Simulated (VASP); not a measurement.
TiN (dq13): single point with LDA

Crystal: TiN (dq13).

```
CELL_PARAMETERS angstrom
0.00000 2.08630 2.08630
2.08630 0.00000 2.08630
2.08630 2.08630 0.00000
ATOMIC_POSITIONS crystal
Ti 0.00000 0.00000 0.00000
N 0.50000 0.50000 0.50000
```

| Quantity | Value |
| --- | --- |
| Program | VASP 6.6.1 |
| Task | single point |
| Functional | LDA |
| Potentials or basis | VASP PAW LDA potentials, release 64 (Ti_sv, N) |
| Cutoff | 600 eV |
| k mesh | 8 × 8 × 8 |
| Occupations | gaussian, width 0.1 eV |
| Spin | no spin polarisation |

```yaml
Pressure: 1.0 GPa
```

Levels at points of the mesh, in eV from the Fermi level:
| k point | band 5 | band 6 | band 7 | band 8 | band 9 | band 10 | band 11 | band 12 | band 13 | band 14 |
| --- | --- | --- | --- | --- | --- | --- | --- | --- | --- | --- |
| (0.00, 0.00, 0.00) | -17.15 | -2.08 | -2.08 | -2.08 | -0.70 | -0.70 | -0.70 | 0.59 | 0.59 | 6.12 |
| (0.50, 0.00, 0.00) | -14.40 | -8.38 | -5.76 | -5.76 | 1.81 | 1.81 | 2.55 | 6.14 | 6.14 | 6.35 |
| (0.50, 0.50, 0.00) | -15.71 | -5.89 | -3.33 | -3.27 | -3.27 | 1.75 | 2.58 | 2.58 | 4.04 | 11.25 |

It took 7.3 s on 1 thread of Intel Xeon 6975P-C, with other jobs on the host, peak memory 0.13 GiB.
